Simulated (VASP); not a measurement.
Set up this calculation in VASP 6.6.1, as the native input.

```
Task                   : single point
Functional             : PBE
Potentials or basis    : VASP PAW PBE potentials, release 64 (Cd, Sn_d, Pb_d)
Cutoff                 : 520 eV
k mesh                 : 2 × 2 × 2, shifted
Occupations            : gaussian, width 0.1 eV
Spin                   : no spin polarisation
Dipole correction      : no
Further INCAR settings : LREAL = Auto; ALGO = Normal; EDIFF = 1e-06; NBANDS = 123; ISYM = 0
```

The structure of Cd3Sn2Pb11 lies in POSCAR:

```
Cd3Sn2Pb11
1.0
    6.8576608287     -0.0059508912     -0.0005860941
   -0.0059508912      8.5580548228      0.0090541767
   -0.0005860941      0.0090541767      8.2885758445
Cd Sn Pb
3 2 11
Direct
    0.2508550702      0.2476359754      0.2925012720
    0.7501984805      0.2465832993      0.2871360022
    0.2505526713      0.7469016493      0.7809125491
    0.2506409964      0.2535599622      0.7037181227
    0.7507598587      0.7535906900      0.1978353850
    1.0017182032      0.0460064810      0.0125791482
    0.4955383722      1.0450922637      0.0099944196
    0.0065722404      0.4537752190      0.0182347284
    0.9997976836      0.9685475740      0.5012663930
    0.5004399734      0.4528716375      0.0195716314
    0.4983683116     -0.0318424572      0.5023712826
    1.0033261190      0.5332074531      0.4975709934
    0.2509484179      0.7528170673      0.1981440215
    0.5001037602      0.5332319640      0.4971469344
    0.7507109644      0.2522623809      0.7109280691
    0.7513923222      0.7473407391      0.7894744500
```

One way to write it, as run:

INCAR

```
SYSTEM = Cd3Sn2Pb11
PREC = Accurate
ENCUT = 520
EDIFF = 1E-6
ISMEAR = 0
SIGMA = 0.1
LREAL = Auto
LASPH = .True.
NELM = 80
ALGO = Normal
ISIF = 2
LWAVE = .False.
LCHARG = .False.
GGA = PE
ISYM = 0
NBANDS = 123
```

KPOINTS

```
Automatic mesh
0
Gamma
  2 2 2
  0.5 0.5 0.5
```

Potentials or basis: VASP PAW PBE potentials, release 64 (Cd, Sn_d, Pb_d).

Command:

```bash
$ cat potpaw_PBE.64/Cd/POTCAR potpaw_PBE.64/Sn_d/POTCAR potpaw_PBE.64/Pb_d/POTCAR > POTCAR
$ mpirun -np 1 vasp_std > vasp.out
```

It gave:

```json
{
  "Pressure": "0.0 GPa",
  "Largest force": "0.028 eV/Å",
  "Band gap on the k mesh": "0.39 eV"
}
```

Caveat: spin-orbit coupling is left out, which moves the levels of the heavy elements; a shifted mesh leaves out Γ, where band edges can lie.

It took 5.5 min on 1 thread of Intel(R) Xeon(R) Platinum 8488C (Sapphire Rapids), with other jobs on the host, peak memory 0.56 GiB.
